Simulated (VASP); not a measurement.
# Sc3Al (P4/mmm) in VASP: further runs

Runs on Sc3Al. Level: PBEsol. Tasks: single point.

All numbers are computed with VASP 6.6.1; they aren't measurements. Logs are shortened: lines on timing, memory, paths and dates and some standing lists are left out, and cuts for length are marked.

## (1) The cell of the first run

Symmetry: P4/mmm, No. 123, tetragonal system. The conventional cell has a = 4.287 Å, b = 4.287 Å, c = 4.427 Å, α = 90.00°, β = 90.00°, γ = 90.00°. Sc (site symmetry mmm) has 8 Sc at 3.03 to 3.08 Å and 4 Al at 3.08 Å within 4.0 Å. Sc (site symmetry 4/mmm) has 4 Al at 3.03 Å and 8 Sc at 3.08 Å within 4.0 Å. Within 4.0 Å of Al (site symmetry 4/mmm) lie 12 Sc at 3.03 to 3.08 Å.

## (2) Single point, PBEsol (biaxial strain in the a-b plane: -2.0 %)

INCAR

```
PREC = Accurate ; ENCUT = 520
EDIFF = 1E-6 ; ISMEAR = 0
SIGMA = 0.1 ; LREAL = False
LASPH = True ; NELM = 60
ALGO = Fast ; ISIF = 2
LWAVE = False ; LCHARG = True
GGA = PS ; LELF = True
LVHAR = True ; NBANDS = 26
```

KPOINTS

```
regular mesh
0
Gamma
  12 12 12
```

POSCAR

```
Sc3Al
1.0
    4.2872990990      0.0000000000      0.0000000000
    0.0000000000      4.2872990990      0.0000000000
    0.0000000000      0.0000000000      4.4272925389
Sc Al
3 1
Direct
    0.5000000000      0.0000000000      0.5000000000
    0.0000000000      0.5000000000      0.5000000000
    0.5000000000      0.5000000000      0.0000000000
    0.0000000000      0.0000000000      0.0000000000
```

Potentials or basis: VASP PAW PBE potentials, release 64 (Sc_sv, Al).

Launch:

```
> cat potpaw_PBE.64/Sc_sv/POTCAR potpaw_PBE.64/Al/POTCAR > POTCAR
> mpirun -np 1 vasp_std > vasp.out
```

OUTCAR:

```text
PREC = Accurate
   ENCUT = 520
   EDIFF = 1E-6
   ISMEAR = 0
   LREAL = False
   LASPH = True
   NELM = 60
   ISIF = 2
   GGA = PS

 ion  position               nearest neighbor table
   1  0.500  0.000  0.500-   2 3.03   2 3.03   2 3.03   2 3.03   4 3.08   3 3.08   3 3.08   3 3.08
                             4 3.08   4 3.08   4 3.08   3 3.08
   2  0.000  0.500  0.500-   1 3.03   1 3.03   1 3.03   1 3.03   4 3.08   3 3.08   4 3.08   4 3.08
                             4 3.08   3 3.08   3 3.08   3 3.08
   3  0.500  0.500  0.000-   4 3.03   4 3.03   4 3.03   4 3.03   2 3.08   1 3.08   2 3.08   1 3.08
                             2 3.08   1 3.08   2 3.08   1 3.08
   4  0.000  0.000  0.000-   3 3.03   3 3.03   3 3.03   3 3.03   2 3.08   2 3.08   2 3.08   2 3.08
                             1 3.08   1 3.08   1 3.08   1 3.08

  LATTYP: Found a simple tetragonal cell.
 ALAT       =     4.2872990990
 C/A-ratio  =     1.0326530612

  Lattice vectors:

 A1 = (   4.2872990990,   0.0000000000,   0.0000000000)
 A2 = (   0.0000000000,   4.2872990990,   0.0000000000)
 A3 = (   0.0000000000,   0.0000000000,   4.4272925389)

Analysis of symmetry for initial positions (statically):
=====================================================================
 Subroutine PRICEL returns:
 Original cell was already a primitive cell.

 Routine SETGRP: Setting up the symmetry group for a
 simple tetragonal supercell.

 Subroutine GETGRP returns: Found 16 space group operations
 (whereof 16 operations were pure point group operations)
 out of a pool of 16 trial point group operations.

The static configuration has the point symmetry D_4h.

Analysis of symmetry for dynamics (positions and initial velocities):
=====================================================================
 Subroutine PRICEL returns:
 Original cell was already a primitive cell.

 Routine SETGRP: Setting up the symmetry group for a
 simple tetragonal supercell.

 Subroutine GETGRP returns: Found 16 space group operations
 (whereof 16 operations were pure point group operations)
 out of a pool of 16 trial point group operations.

The dynamic configuration has the point symmetry D_4h.

 Subroutine INISYM returns: Found 16 space group operations
 (whereof 16 operations are pure point group operations),
 and found     1 'primitive' translations

----------------------------------------------------------------------------------------

                                     Primitive cell

  volume of cell :      81.3778

  direct lattice vectors                    reciprocal lattice vectors
     4.287299099  0.000000000  0.000000000     0.233247081  0.000000000  0.000000000
     0.000000000  4.287299099  0.000000000     0.000000000  0.233247081  0.000000000
     0.000000000  0.000000000  4.427292539     0.000000000  0.000000000  0.225871679

  length of vectors
     4.287299099  4.287299099  4.427292539     0.233247081  0.233247081  0.225871679

  position of ions in fractional coordinates (direct lattice)
     0.500000000  0.000000000  0.500000000
     0.000000000  0.500000000  0.500000000
     0.500000000  0.500000000  0.000000000
     0.000000000  0.000000000  0.000000000

  ion indices of the primitive-cell ions
   primitive index   ion index
                 1           1
                 2           2
                 3           3
                 4           4

----------------------------------------------------------------------------------------

 KPOINTS: regular mesh

Automatic generation of k-mesh.
 Grid dimensions read from file:
 generate k-points for:   12   12   12

 Generating k-lattice:

  Cartesian coordinates                     Fractional coordinates (reciprocal lattice)
     0.019437257  0.000000000  0.000000000     0.083333333  0.000000000  0.000000000
     0.000000000  0.019437257  0.000000000     0.000000000  0.083333333  0.000000000
     0.000000000  0.000000000  0.018822640     0.000000000  0.000000000  0.083333333

  Length of vectors
     0.019437257  0.019437257  0.018822640

  Shift w.r.t. Gamma in fractional coordinates (k-lattice)
     0.000000000  0.000000000  0.000000000

 Subroutine IBZKPT returns following result:
 ===========================================

 Found    196 irreducible k-points:

 Following reciprocal coordinates:
            Coordinates               Weight
  0.000000  0.000000  0.000000      1.000000
  0.083333  0.000000  0.000000      4.000000
  0.166667  0.000000  0.000000      4.000000
  0.250000  0.000000  0.000000      4.000000
  0.333333  0.000000  0.000000      4.000000
  0.416667  0.000000  0.000000      4.000000
[... 16 lines left out ...]
  0.333333  0.333333  0.000000      4.000000
  0.416667  0.333333  0.000000      8.000000
 [... further k-points ...]
   k-points           NKPTS =    196   k-points in BZ     NKDIM =    196   number of bands    NBANDS=     26
   number of dos      NEDOS =    301   number of ions     NIONS =      4
[... 65 lines left out ...]

 E-fermi :   5.0400     XC(G=0): -10.4792

 val. band max:        5.0397017295   @ k =   0.4167   0.2500   0.3333
 cond. band min:       5.0513340941   @ k =   0.4167   0.3333   0.0833
 fundamental gap:      0.0116323646
 Fermi energy:         5.0400299403

 k-point     1 :       0.0000    0.0000    0.0000
  band No.  band energies     occupation
      1     -44.0002      2.00000
      2     -43.8701      2.00000
      3     -43.8637      2.00000
      4     -22.9495      2.00000
      5     -22.9461      2.00000
      6     -22.9461      2.00000
[... 18 lines left out ...]
     25       7.5982      0.00000
     26       8.7555      0.00000

 k-point     2 :       0.0833    0.0000    0.0000
  band No.  band energies     occupation
      1     -43.9981      2.00000
      2     -43.8706      2.00000
      3     -43.8652      2.00000
      4     -22.9446      2.00000
      5     -22.9405      2.00000
      6     -22.9389      2.00000
[... 18 lines left out ...]
     25       7.6695      0.00000
     26       8.6641      0.00000

 k-point     3 :       0.1667    0.0000    0.0000
  band No.  band energies     occupation
      1     -43.9919      2.00000
      2     -43.8743      2.00000
      3     -43.8675      2.00000
      4     -22.9306      2.00000
      5     -22.9244      2.00000
      6     -22.9177      2.00000
[... 18 lines left out ...]
     25       7.8289      0.00000
     26       8.6288      0.00000

 k-point     4 :       0.2500    0.0000    0.0000
  band No.  band energies     occupation
      1     -43.9822      2.00000
      2     -43.8832      2.00000
      3     -43.8681      2.00000
      4     -22.9095      2.00000
      5     -22.8998      2.00000
      6     -22.8832      2.00000
[... 18 lines left out ...]
     25       7.9284      0.00000
     26       8.2544      0.00000

 k-point     5 :       0.3333    0.0000    0.0000
  band No.  band energies     occupation
      1     -43.9702      2.00000
      2     -43.8950      2.00000
      3     -43.8682      2.00000
      4     -22.8852      2.00000
      5     -22.8704      2.00000
      6     -22.8370      2.00000
[... 18 lines left out ...]
     25       7.8302      0.00000
     26       7.8437      0.00000

 k-point     6 :       0.4167    0.0000    0.0000
  band No.  band energies     occupation
      1     -43.9579      2.00000
      2     -43.9071      2.00000
      3     -43.8682      2.00000
      4     -22.8641      2.00000
      5     -22.8436      2.00000
      6     -22.7816      2.00000
[... 427 lines left out ...]
 k-point    21 :       0.4167    0.2500    0.0000
  band No.  band energies     occupation
      1     -43.9454      2.00000
      2     -43.9071      2.00000
      3     -43.8800      2.00000
      4     -22.9179      2.00000
      5     -22.8327      2.00000
      6     -22.8170      2.00000
[... 18 lines left out ...]
     25       8.0529      0.00000
     26       8.1895      0.00000

 k-point    22 :       0.5000    0.2500    0.0000
  band No.  band energies     occupation
      1     -43.9393      2.00000
      2     -43.9130      2.00000
      3     -43.8801      2.00000
      4     -22.8998      2.00000
      5     -22.8602      2.00000
      6     -22.8065      2.00000
[... 18 lines left out ...]
     25       8.0595      0.00000
     26       8.1872      0.00000

 k-point    23 :       0.3333    0.3333    0.0000
  band No.  band energies     occupation
      1     -43.9468      2.00000
      2     -43.9005      2.00000
      3     -43.8850      2.00000
      4     -22.9422      2.00000
      5     -22.8331      2.00000
      6     -22.8122      2.00000
[... 18 lines left out ...]
     25       7.7143      0.00000
     26       8.1775      0.00000

 k-point    24 :       0.4167    0.3333    0.0000
  band No.  band energies     occupation
      1     -43.9367      2.00000
      2     -43.9076      2.00000
      3     -43.8878      2.00000
      4     -22.9352      2.00000
      5     -22.8742      2.00000
      6     -22.7849      2.00000
[... 18 lines left out ...]
     25       7.7689      0.00000
     26       7.9840      0.00000

 [... further k-points ...]
[... 5 lines left out ...]
  --------------------------------------------------------------------------------------
  -------------------------------------------------------------------------------------
  Total        1.4700036      1.4700036      0.2860266      0.0000000      0.0000000      0.0000000
  in kB       28.9416435     28.9416435      5.6313332      0.0000000      0.0000000      0.0000000
  external PRESSURE =      21.1715401 kB  Pullay stress =       0.0000000 kB

 VOLUME and BASIS-vectors are now :
 -----------------------------------------------------------------------------
  energy-cutoff  :      520.00
  volume of cell :       81.38
      direct lattice vectors                 reciprocal lattice vectors
     4.287299099  0.000000000  0.000000000     0.233247081  0.000000000  0.000000000
     0.000000000  4.287299099  0.000000000     0.000000000  0.233247081  0.000000000
     0.000000000  0.000000000  4.427292539     0.000000000  0.000000000  0.225871679

 POSITION                                       TOTAL-FORCE (eV/Angst)
 -----------------------------------------------------------------------------------
      2.14365      0.00000      2.21365         0.000000      0.000000      0.000000
      0.00000      2.14365      2.21365         0.000000      0.000000      0.000000
      2.14365      2.14365      0.00000         0.000000      0.000000      0.000000
      0.00000      0.00000      0.00000         0.000000      0.000000      0.000000
 -----------------------------------------------------------------------------------
    total drift:                                0.000000     -0.000000     -0.000000

  FREE ENERGIE OF THE ION-ELECTRON SYSTEM (eV)
  ---------------------------------------------------
  free  energy   TOTEN  =       -24.9255881579 eV

  energy  without entropy=      -24.9005070345  energy(sigma->0) =      -24.91304760
```

Wall time 5.5 min (1 thread of Oxide Virtual Turin-like, shared host); peak memory 0.41 GiB.

What came out:

```
Free energy            : -24.9256 eV
Pressure               : 2.1 GPa
Band gap on the k mesh : zero (band 18 reaches 5.35 eV, above the bottom of band 19 at 4.00 eV)
```

Levels at points of the mesh, in eV from the Fermi level:
| k point | band 15 | band 16 | band 17 | band 18 | band 19 | band 20 | band 21 | band 22 |
| --- | --- | --- | --- | --- | --- | --- | --- | --- |
| (0.00, 0.00, 0.00) | -1.16 | -1.05 | -0.49 | -0.49 | -0.44 | 0.50 | 0.92 | 0.92 |
| (0.50, 0.00, 0.00) | -1.39 | -0.98 | -0.74 | 0.10 | 0.18 | 0.83 | 1.01 | 1.64 |
| (0.50, 0.50, 0.00) | -2.77 | -1.35 | -1.12 | 0.12 | 0.46 | 0.46 | 1.10 | 1.10 |
| (0.00, 0.00, 0.50) | -1.46 | -0.75 | -0.75 | 0.03 | 0.16 | 1.01 | 1.01 | 1.48 |
| (0.50, 0.00, 0.50) | -2.85 | -1.46 | -0.93 | 0.31 | 0.47 | 0.52 | 1.20 | 1.25 |
| (0.50, 0.50, 0.50) | -1.51 | -1.51 | -1.09 | -1.09 | -1.04 | 0.63 | 1.41 | 1.41 |

Caveat: the cell differs from its parent crystal (biaxial strain in the a-b plane: -2.0 %); the PAW data sets were made with another functional, which shifts forces and pressure a little.

## (3) Single point, PBEsol (biaxial strain in the a-b plane: -2.0 %, then relaxed in part)

INCAR

```
  PREC = Accurate
  ENCUT = 520
  EDIFF = 1E-6
  ISMEAR = 0
  SIGMA = 0.1
  LREAL = F
  LASPH = T
  NELM = 100
  ALGO = Fast
  ISIF = 2
  LWAVE = F
  LCHARG = F
  GGA = PS
  NBANDS = 26
```

KPOINTS is that of step 2.

POSCAR: that of step 2 with these lines changed.

```diff
@@ -4,3 +4,3 @@
     0.0000000000      4.2872990990      0.0000000000
-    0.0000000000      0.0000000000      4.4272925389
+    0.0000000000      0.0000000000      4.4457901633
 Sc Al
```

Potentials or basis: VASP PAW PBE potentials, release 64 (Sc_sv, Al).

Launch:

```
> cat potpaw_PBE.64/Sc_sv/POTCAR potpaw_PBE.64/Al/POTCAR > POTCAR
> mpirun -np 1 vasp_std > vasp.out
```

Wall time 6.1 min (1 thread of Oxide Virtual Turin-like, shared host); peak memory 0.41 GiB.

The run converged. Its results:

| Item | Value |
| --- | --- |
| Free energy | -24.9264 eV |
| Pressure | 1.8 GPa |
| Band gap on the k mesh | zero (band 18 reaches 5.33 eV, above the bottom of band 19 at 3.97 eV) |

Stress tensor (GPa, compression positive):
```
2.69 0.00 0.00
0.00 2.69 0.00
0.00 0.00 0.07
```

Levels at points of the mesh, in eV from the Fermi level:
| k point | band 14 | band 15 | band 16 | band 17 | band 18 | band 19 | band 20 | band 21 | band 22 | band 23 |
| --- | --- | --- | --- | --- | --- | --- | --- | --- | --- | --- |
| (0.00, 0.00, 0.00) | -2.64 | -1.17 | -1.03 | -0.49 | -0.49 | -0.43 | 0.45 | 0.93 | 0.93 | 2.41 |
| (0.50, 0.00, 0.00) | -4.06 | -1.38 | -0.99 | -0.73 | 0.11 | 0.18 | 0.81 | 1.02 | 1.63 | 1.78 |
| (0.50, 0.50, 0.00) | -2.76 | -2.76 | -1.35 | -1.13 | 0.11 | 0.46 | 0.46 | 1.08 | 1.08 | 1.98 |
| (0.00, 0.00, 0.50) | -4.16 | -1.46 | -0.73 | -0.73 | 0.03 | 0.16 | 1.02 | 1.02 | 1.44 | 1.68 |
| (0.50, 0.00, 0.50) | -2.87 | -2.85 | -1.47 | -0.91 | 0.32 | 0.47 | 0.52 | 1.20 | 1.25 | 1.82 |
| (0.50, 0.50, 0.50) | -1.54 | -1.51 | -1.51 | -1.09 | -1.09 | -1.04 | 0.62 | 1.39 | 1.39 | 1.69 |

Caveat: the cell differs from its parent crystal (biaxial strain in the a-b plane: -2.0 %, then relaxed in part); the PAW data sets were made with another functional, which shifts forces and pressure a little.

## (4) Single point, PBEsol (biaxial strain in the a-b plane: +2.0 %, then relaxed in part)

INCAR

```
ALGO     = Fast           # electronic algorithm
EDIFF    = 1E-6           # SCF threshold, eV
ENCUT    = 520            # plane-wave cutoff, eV
GGA      = PS             # functional
ISIF     = 2              # what is computed and relaxed
ISMEAR   = 0              # smearing method
LASPH    = T              # aspherical terms in the spheres
LCHARG   = F              # write CHGCAR
LREAL    = F              # projectors in reciprocal space
LWAVE    = F              # write WAVECAR
NBANDS   = 26             # bands
NELM     = 60             # most SCF steps
PREC     = Accurate       # precision mode
SIGMA    = 0.1            # smearing width, eV
```

KPOINTS

```
k-points
0
Gamma
  12 12 12
```

POSCAR

```
Sc3Al
1.0
    4.4622908989      0.0000000000      0.0000000000
    0.0000000000      4.4622908989      0.0000000000
    0.0000000000      0.0000000000      4.3033251044
Sc Al
3 1
Direct
    0.5000000000      0.0000000000      0.5000000000
    0.0000000000      0.5000000000      0.5000000000
    0.5000000000      0.5000000000      0.0000000000
    0.0000000000      0.0000000000      0.0000000000
```

Launch:

```
> cat potpaw_PBE.64/Sc_sv/POTCAR potpaw_PBE.64/Al/POTCAR > POTCAR
> mpirun -np 1 vasp_std > vasp.out
```

It took 5.6 min on 1 thread of Oxide Virtual Turin-like, shared host; peak memory 0.43 GiB.

Results (log left out):

| Property | Result |
| --- | --- |
| Free energy | -24.9323 eV |
| Pressure | -1.4 GPa |
| Band gap on the k mesh | zero (band 18 reaches 5.05 eV, above the bottom of band 19 at 3.61 eV) |

Stress tensor (GPa, compression positive):
```
-2.18  0.00  0.00
 0.00 -2.18  0.00
 0.00  0.00  0.05
```

Levels at points of the mesh, in eV from the Fermi level:
```tsv
k point	band 14	band 15	band 16	band 17	band 18	band 19	band 20	band 21	band 22	band 23
(0.00, 0.00, 0.00)	-2.54	-1.09	-0.97	-0.47	-0.39	-0.39	0.51	0.51	0.98	2.35
(0.50, 0.00, 0.00)	-4.08	-1.35	-0.89	-0.62	0.08	0.17	0.81	1.01	1.48	1.61
(0.50, 0.50, 0.00)	-2.86	-2.86	-1.59	-0.78	0.35	0.51	0.51	1.20	1.20	1.71
(0.00, 0.00, 0.50)	-3.98	-1.28	-0.87	-0.87	0.14	0.19	0.81	0.81	1.56	1.80
(0.50, 0.00, 0.50)	-2.78	-2.75	-1.46	-1.00	0.15	0.43	0.48	1.04	1.10	1.83
(0.50, 0.50, 0.50)	-1.51	-1.51	-1.48	-1.14	-1.09	-1.09	0.46	1.26	1.50	1.50
```

Caveat: the cell differs from its parent crystal (biaxial strain in the a-b plane: +2.0 %, then relaxed in part); the PAW data sets were made with another functional, which shifts forces and pressure a little.

## (5) The runs side by side

```tsv
cell	gap on the mesh (eV)	pressure (GPa)
a = 4.287, b = 4.287, c = 4.427 Å, 4 atoms	none	2.1
a = 4.287, b = 4.287, c = 4.446 Å, 4 atoms	none	1.8
a = 4.462, b = 4.462, c = 4.303 Å, 4 atoms	none	-1.4
```

Alike in all rows: task single point; level PBEsol; potentials or basis VASP PAW PBE potentials, release 64 (Sc_sv, Al); no spin polarisation; k mesh 12 × 12 × 12; cutoff (eV) 520; smearing gaussian 0.1 eV.

Caveats: the PAW data sets were made with another functional, which shifts forces and pressure a little.

Absolute energies hang on the potentials; compare differences alone.
